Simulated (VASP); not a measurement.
Input of a VASP 6.6.1 run:

Contents of INCAR:

```
SYSTEM = K
PREC     = Accurate       ! precision mode
ENCUT    = 520            ! plane-wave cutoff, eV
EDIFF    = 1E-6           ! SCF threshold, eV
ISMEAR   = -1             ! smearing method
SIGMA    = 0.05           ! smearing width, eV
LREAL    = .FALSE.        ! projectors in reciprocal space
LASPH    = .TRUE.         ! aspherical terms in the spheres
NELM     = 100            ! most SCF steps
ALGO     = Fast           ! electronic algorithm
ISIF     = 2              ! what is computed and relaxed
LWAVE    = .FALSE.        ! write WAVECAR
LCHARG   = .FALSE.        ! write CHGCAR
GGA      = RE             ! functional
NBANDS   = 10             ! bands
```

KPOINTS

```
regular mesh
0
G
  7 7 7
  0 0 0
```

The input POSCAR:

```
K
1.0
   -2.6975585167      2.6975585167      2.6975585167
    2.6975585167     -2.6975585167      2.6975585167
    2.6975585167      2.6975585167     -2.6975585167
K
1
Direct
    0.0000000000      0.0000000000      0.0000000000
```

Potentials or basis: VASP PAW PBE potentials, release 64 (K_sv).

The run is started by

```console
$ cat potpaw_PBE.64/K_sv/POTCAR > POTCAR
$ mpirun -np 1 vasp_std > vasp.out
```

(1) Estimate the pressure.

Answers

(1) 0.0 GPa.

Caveat: the PAW data sets were made with another functional, which shifts forces and pressure a little.
